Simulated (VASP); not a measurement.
# BiTe (Fm-3m) in VASP: a series of runs

The runs below take BiTe through relaxation of the atoms, single point, with r2SCAN, LDA, PBEsol, PBE.

All numbers are computed with VASP 6.6.1; they aren't measurements. Logs are shortened: lines on timing, memory, paths and dates and some standing lists are left out, and cuts for length are marked.

**1. The cell of the first run**

The structure is cubic, space group Fm-3m (No. 225). Conventional cell: a = 6.475 Å, b = 6.475 Å, c = 6.475 Å, α = 90.00°, β = 90.00°, γ = 90.00°. Within 4.3 Å of Bi (site symmetry m-3m) lie 6 Te at 3.24 Å. Within 4.3 Å of Te (site symmetry m-3m) lie 6 Bi at 3.24 Å.

**2. Relaxation of the atoms, r2SCAN**

POSCAR reads:

```
BiTe
1.0
    0.0000000000      3.2374487700      3.2374487700
    3.2374487700      0.0000000000      3.2374487700
    3.2374487700      3.2374487700      0.0000000000
Bi Te
1 1
Direct
    0.0000000000      0.0000000000      0.0000000000
    0.5000000000      0.5000000000      0.5000000000
```

INCAR.step1 reads:

```
SYSTEM = BiTe
PREC = Accurate
ENCUT = 520
ISMEAR = -1
SIGMA = 0.1
LREAL = .FALSE.
LASPH = .TRUE.
NELM = 80
GGA = PE
ALGO = Normal
EDIFF = 1E-4
LWAVE = .TRUE.
LCHARG = .FALSE.
```

INCAR.step2 reads:

```
SYSTEM = BiTe
PREC = Accurate
ENCUT = 520
EDIFF = 1E-6
ISMEAR = -1
SIGMA = 0.1
LREAL = .FALSE.
LASPH = .TRUE.
NELM = 80
ALGO = Normal
ISIF = 2
LWAVE = .FALSE.
LCHARG = .FALSE.
METAGGA = R2SCAN
LMIXTAU = .TRUE.
IBRION = 2
NSW = 50
EDIFFG = -0.01
ISTART = 1
```

KPOINTS reads:

```
regular mesh
0
G
  9 9 9
  0 0 0
```

Potentials or basis: VASP PAW PBE potentials, release 64 (Bi_d, Te).

The run is started by

```sh
cat potpaw_PBE.64/Bi_d/POTCAR potpaw_PBE.64/Te/POTCAR > POTCAR
cp INCAR.step1 INCAR
mpirun -np 1 vasp_std > vasp.out
cp INCAR.step2 INCAR
mpirun -np 1 vasp_std > vasp.out
```

OUTCAR:

```text
SYSTEM = BiTe
   PREC = Accurate
   ENCUT = 520
   EDIFF = 1E-6
   ISMEAR = -1
   LREAL = .FALSE.
   LASPH = .TRUE.
   NELM = 80
   ISIF = 2
   METAGGA = R2SCAN
   IBRION = 2
   NSW = 50
   EDIFFG = -0.01
   ISTART = 1

 ion  position               nearest neighbor table
   1  0.000  0.000  0.000-   2 3.24   2 3.24   2 3.24   2 3.24   2 3.24   2 3.24
   2  0.500  0.500  0.500-   1 3.24   1 3.24   1 3.24   1 3.24   1 3.24   1 3.24

  LATTYP: Found a face centered cubic cell.
 ALAT       =     6.4748975400

  Lattice vectors:

 A1 = (   0.0000000000,   3.2374487700,   3.2374487700)
 A2 = (   3.2374487700,   0.0000000000,   3.2374487700)
 A3 = (   3.2374487700,   3.2374487700,   0.0000000000)

Analysis of symmetry for initial positions (statically):
=====================================================================
 Subroutine PRICEL returns:
 Original cell was already a primitive cell.

 Routine SETGRP: Setting up the symmetry group for a
 face centered cubic supercell.

 Subroutine GETGRP returns: Found 48 space group operations
 (whereof 48 operations were pure point group operations)
 out of a pool of 48 trial point group operations.

The static configuration has the point symmetry O_h .

Analysis of symmetry for dynamics (positions and initial velocities):
=====================================================================
 Subroutine PRICEL returns:
 Original cell was already a primitive cell.

 Routine SETGRP: Setting up the symmetry group for a
 face centered cubic supercell.

 Subroutine GETGRP returns: Found 48 space group operations
 (whereof 48 operations were pure point group operations)
 out of a pool of 48 trial point group operations.

The dynamic configuration has the point symmetry O_h .

 Subroutine INISYM returns: Found 48 space group operations
 (whereof 48 operations are pure point group operations),
 and found     1 'primitive' translations

----------------------------------------------------------------------------------------

                                     Primitive cell

  volume of cell :      67.8639

  direct lattice vectors                    reciprocal lattice vectors
     0.000000000  3.237448770  3.237448770    -0.154442598  0.154442598  0.154442598
     3.237448770  0.000000000  3.237448770     0.154442598 -0.154442598  0.154442598
     3.237448770  3.237448770  0.000000000     0.154442598  0.154442598 -0.154442598

  length of vectors
     4.578443958  4.578443958  4.578443958     0.267502427  0.267502427  0.267502427

  position of ions in fractional coordinates (direct lattice)
     0.000000000  0.000000000  0.000000000
     0.500000000  0.500000000  0.500000000

  ion indices of the primitive-cell ions
   primitive index   ion index
                 1           1
                 2           2

----------------------------------------------------------------------------------------

 KPOINTS: regular mesh

Automatic generation of k-mesh.
 Grid dimensions read from file:
 generate k-points for:    9    9    9

 Generating k-lattice:

  Cartesian coordinates                     Fractional coordinates (reciprocal lattice)
    -0.017160289  0.017160289  0.017160289     0.111111111  0.000000000  0.000000000
     0.017160289 -0.017160289  0.017160289     0.000000000  0.111111111  0.000000000
     0.017160289  0.017160289 -0.017160289     0.000000000  0.000000000  0.111111111

  Length of vectors
     0.029722492  0.029722492  0.029722492

  Shift w.r.t. Gamma in fractional coordinates (k-lattice)
     0.000000000  0.000000000  0.000000000

 Subroutine IBZKPT returns following result:
 ===========================================

 Found     35 irreducible k-points:

 Following reciprocal coordinates:
            Coordinates               Weight
  0.000000  0.000000  0.000000      1.000000
  0.111111  0.000000  0.000000      8.000000
  0.222222  0.000000  0.000000      8.000000
  0.333333  0.000000  0.000000      8.000000
  0.444444  0.000000  0.000000      8.000000
  0.111111  0.111111  0.000000      6.000000
[... 16 lines left out ...]
 -0.333333  0.333333  0.000000     12.000000
  0.444444  0.444444  0.000000      6.000000
 [... further k-points ...]
   k-points           NKPTS =     35   k-points in BZ     NKDIM =     35   number of bands    NBANDS=     14
   number of dos      NEDOS =    301   number of ions     NIONS =      2
   total plane-waves  NPLWV =  46656
   dimension x,y,z NGX =    36 NGY =   36 NGZ =   36
   dimension x,y,z NGXF=    72 NGYF=   72 NGZF=   72
   ions per type =               1   1
   NGX,Y,Z   is equivalent  to a cutoff of  13.07, 13.07, 13.07 a.u.
   NGXF,Y,Z  is equivalent  to a cutoff of  26.14, 26.14, 26.14 a.u.
 SYSTEM =  BiTe
   PREC   = accura    normal or accurate (medium, high low for compatibility)
   ISTART =      1    job   : 0-new  1-cont  2-samecut
   ICHARG =      0    charge: 1-file 2-atom 10-const
   ISPIN  =      1    spin polarized calculation?
   LNONCOLLINEAR =      F non collinear calculations
   LSORBIT =      F    spin-orbit coupling
   LASPH  =      T    aspherical Exc in radial PAW
   ENCUT  =  520.0 eV  38.22 Ry    6.18 a.u.   8.51  8.51  8.51*2*pi/ulx,y,z
   NELM   =     80;   NELMIN=  2; NELMDL=  0     # of ELM steps
   EDIFF  = 0.1E-05   stopping-criterion for ELM
   LREAL  =      F    real-space projection
   EDIFFG = -.1E-01   stopping-criterion for IOM
   NSW    =     50    number of steps for IOM
   IBRION =      2    ionic relax: 0-MD 1-quasi-New 2-CG
   NFREE  =      1    steps in history (QN), initial steepest desc. (CG)
   ISIF   =      2    stress and relaxation
   ISYM   =      2    0-nonsym 1-usesym 2-fastsym
   POTIM  = 0.5000    time-step for ionic-motion
   TEBEG  =    0.0;   TEEND  =   0.0 temperature during run
   PSTRESS=    0.0 pullay stress
   NELECT =      21.0000    total number of electrons
   NUPDOWN=      -1.0000    fix difference up-down
   EMIN   =  10.00;   EMAX   =-10.00  energy-range for DOS
   EFERMI =   0.00;   METHOD = LEGACY
   ISMEAR =    -1;   SIGMA  =   0.10  broadening in eV -4-tet -1-fermi 0-gaus
   EFERMI_NEDOS =   21; number of points for ismear=-14 and -15
   IALGO  =     38    algorithm
   IMIX   =      4    mixing-type and parameters
     AMIX     =   0.40;   BMIX     =  1.00
     AMIX_MAG =   1.60;   BMIX_MAG =  1.00
  volume/ion in A,a.u.               =      33.93       228.98
  Fermi-wavevector in a.u.,A,eV,Ry     =   1.107308  2.092508 16.682519  1.226131
  Thomas-Fermi vector in A             =   2.243820
   LORBIT       =      0    0 simple, 1 ext, 2 COOP (PROOUT), +10 PAW based schemes
   METAGGA = R2SCAN    functional components
   LHFCALC =     F    Hartree Fock is set to
   AEXX    =    0.0000 exact exchange contribution
   IVDW    =     0    specifies the selected vdW correction
   LEPSILON=     F    determine dielectric tensor
   LRPA    =     F    only Hartree local field effects (RPA)
 conjugate gradient relaxation of ions
 non-spin polarized calculation
  energy-cutoff  :      520.00
  volume of cell :       67.86
 maximum number of plane-waves:      1853
 NGX is ok and might be reduce to    36
   NGX = 17   NGY = 17   NGZ = 17

 number of electron      21.0000000 magnetization

 Free energy of the ion-electron system (eV)
  ---------------------------------------------------
  ext. energy  EPLUGINS =         0.00000000
  ---------------------------------------------------
  free energy    TOTEN  =       -84.04674841 eV

  energy without entropy =      -83.99508716  energy(sigma->0) =      -84.02091779

 E-fermi :   6.5669     XC(G=0):  -9.9902

 val. band max:        6.5467996520   @ k =   0.3333   0.0000   0.0000
 cond. band min:       6.5742783328   @ k =   0.3333   0.0000   0.0000
 fundamental gap:      0.0274786807
 Fermi energy:         6.5668680069

 k-point     1 :       0.0000    0.0000    0.0000
  band No.  band energies     occupation
      1     -17.3381      2.00000
      2     -17.3381      2.00000
      3     -17.3327      2.00000
      4     -17.3327      2.00000
      5     -17.3327      2.00000
      6      -7.5700      2.00000
      7      -1.7514      2.00000
      8       3.7735      2.00000
      9       3.7735      2.00000
     10       3.7735      2.00000
     11       8.8059      0.00000
     12       8.8059      0.00000
     13       8.8059      0.00000
     14      11.5775      0.00000

 k-point     2 :       0.1111    0.0000    0.0000
  band No.  band energies     occupation
      1     -17.3386      2.00000
      2     -17.3386      2.00000
      3     -17.3324      2.00000
      4     -17.3320      2.00000
      5     -17.3320      2.00000
      6      -7.4536      2.00000
      7      -2.0621      2.00000
      8       3.8147      2.00000
      9       3.8147      2.00000
     10       3.9219      2.00000
     11       8.3189      0.00000
     12       8.3554      0.00000
     13       8.3554      0.00000
     14      11.4447      0.00000

 k-point     3 :       0.2222    0.0000    0.0000
  band No.  band energies     occupation
      1     -17.3401      2.00000
      2     -17.3401      2.00000
      3     -17.3318      2.00000
      4     -17.3299      2.00000
      5     -17.3299      2.00000
      6      -7.1081      2.00000
      7      -2.8422      2.00000
      8       3.9449      2.00000
      9       3.9449      2.00000
     10       4.2442      2.00000
     11       7.3982      0.00049
     12       7.4531      0.00028
     13       7.4531      0.00028
     14      11.6153      0.00000
[... 324 lines left out ...]
 k-point    23 :      -0.3333    0.3333    0.0000
  band No.  band energies     occupation
      1     -17.3481      2.00000
      2     -17.3390      2.00000
      3     -17.3302      2.00000
      4     -17.3260      2.00000
      5     -17.3243      2.00000
      6      -5.2322      2.00000
      7      -4.8551      2.00000
      8       1.2738      2.00000
      9       3.1987      2.00000
     10       3.3608      2.00000
     11       7.7781      0.00001
     12       7.9616      0.00000
     13      10.7543      0.00000
     14      11.7595      0.00000

 k-point    24 :       0.4444    0.4444    0.0000
  band No.  band energies     occupation
      1     -17.3543      2.00000
      2     -17.3361      2.00000
      3     -17.3334      2.00000
      4     -17.3220      2.00000
      5     -17.3220      2.00000
      6      -5.7928      2.00000
      7      -3.7121      2.00000
      8       0.8083      2.00000
      9       2.3153      2.00000
     10       2.3153      2.00000
     11       9.1227      0.00000
     12      10.2548      0.00000
     13      10.2548      0.00000
     14      11.3932      0.00000

 [... further k-points ...]
[... 5 lines left out ...]
  --------------------------------------------------------------------------------------
  -------------------------------------------------------------------------------------
  Total       -0.0429122     -0.0429122     -0.0429122      0.0000000      0.0000000     -0.0000000
  in kB       -1.0131011     -1.0131011     -1.0131011      0.0000000      0.0000000     -0.0000000
  external PRESSURE =      -1.0131011 kB  Pullay stress =       0.0000000 kB

 VOLUME and BASIS-vectors are now :
 -----------------------------------------------------------------------------
  energy-cutoff  :      520.00
  volume of cell :       67.86
      direct lattice vectors                 reciprocal lattice vectors
     0.000000000  3.237448770  3.237448770    -0.154442598  0.154442598  0.154442598
     3.237448770  0.000000000  3.237448770     0.154442598 -0.154442598  0.154442598
     3.237448770  3.237448770  0.000000000     0.154442598  0.154442598 -0.154442598

 POSITION                                       TOTAL-FORCE (eV/Angst)
 -----------------------------------------------------------------------------------
      0.00000      0.00000      0.00000         0.000000      0.000000      0.000000
      3.23745      3.23745      3.23745        -0.000000     -0.000000     -0.000000
 -----------------------------------------------------------------------------------
    total drift:                               -0.000000      0.000000      0.000000

  FREE ENERGIE OF THE ION-ELECTRON SYSTEM (eV)
  ---------------------------------------------------
  free  energy   TOTEN  =       -84.0467484136 eV

  energy  without entropy=      -83.9950871577  energy(sigma->0) =      -84.02091779

 reached required accuracy - stopping structural energy minimisation
```

It took 52 s on 1 thread of Intel Xeon 6975P-C (Granite Rapids), shared host; peak memory 0.24 GiB.

What came out:

* Free energy: -84.0467 eV
* Pressure after relaxing: -0.1 GPa

Final structure:
```
Bi Te
1.0
     0.00000    3.23745    3.23745
     3.23745    0.00000    3.23745
     3.23745    3.23745    0.00000
Bi Te
1 1
Cartesian
  0.0000 0.0000 0.0000
  3.2374 3.2374 3.2374
```

Caveat: the relaxation stopped at its first step, so nothing moved; the PAW data sets were made with another functional, which shifts forces and pressure a little; spin-orbit coupling is left out, which moves the levels of the heavy elements.

**3. Single point, LDA**

This run uses another cell than the first one, of 32.05 Å³/atom, 0.945 times its volume.

INCAR reads:

```
ALGO = Normal
EDIFF = 1E-6
ENCUT = 520
ISIF = 2
ISMEAR = -1
LASPH = True
LCHARG = False
LREAL = False
LWAVE = False
NBANDS = 18
NELM = 80
PREC = Accurate
SIGMA = 0.1
```

KPOINTS reads:

```
k-points
0
Gamma
  9 9 9
```

POSCAR reads:

```
BiTe
1.0
    0.0000000000      3.1764466878      3.1764466878
    3.1764466878      0.0000000000      3.1764466878
    3.1764466878      3.1764466878      0.0000000000
Bi Te
1 1
Direct
    0.0000000000      0.0000000000      0.0000000000
    0.5000000000      0.5000000000      0.5000000000
```

Potentials or basis: VASP PAW LDA potentials, release 64 (Bi_d, Te).

The run is started by

```sh
cat potpaw_LDA.64/Bi_d/POTCAR potpaw_LDA.64/Te/POTCAR > POTCAR
mpirun -np 1 vasp_std > vasp.out
```

It took 70 s on 1 thread of AMD EPYC 7R13, shared host; peak memory 0.16 GiB.

The run converged. Its results:

| Item | Value |
| --- | --- |
| Free energy | -8.5386 eV |
| Pressure | 0.0 GPa |

Levels at points of the mesh, in eV from the Fermi level:
```tsv
k point	band 6	band 7	band 8	band 9	band 10	band 11	band 12	band 13	band 14	band 15
(0.00, 0.00, 0.00)	-13.90	-7.94	-2.65	-2.65	-2.65	2.26	2.26	2.26	4.62	4.62
```

Caveat: spin-orbit coupling is left out, which moves the levels of the heavy elements.

(Continued in part 2 of 2.)
